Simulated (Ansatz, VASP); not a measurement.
**H3CF: VASP beside Ansatz**

```
C F H
1.0
     6.31875    0.00000    0.00000
     0.00000    6.31875    0.00000
     0.00000    0.00000   24.42336
C F H
1 1 3
Direct
  0.19010 0.98595 0.64658
  0.99494 0.01137 0.61719
  0.24903 0.82631 0.63756
  0.29932 0.10795 0.63123
  0.15093 0.00812 0.68987
```

Alike in both runs: task single point; functional PBE; dispersion D3(BJ); k mesh 3 × 3 × 1; occupations gaussian, width 0.1 eV; no spin polarisation.

|  | VASP | Ansatz |
| --- | --- | --- |
| version | VASP 6.6.1 | Ansatz 0.2.0 |
| potentials or method | VASP PAW PBE potentials, release 64 (C, F, H), cutoff 520 eV | scalar-relativistic, plane waves, PAW |
| valence electrons in the cell | 14 | 14 |

Ansatz gave:

```
gap on the k mesh at the Fermi level (eV) : 6.95
rms of the force components (eV/Å)        : 0.390
```

Problem. Which values does VASP return?

Solution. gap on the k mesh at the Fermi level (eV): 6.94; rms of the force components (eV/Å): 0.301.

Atom by atom the forces differ by 0.097 eV/Å (rms over components).
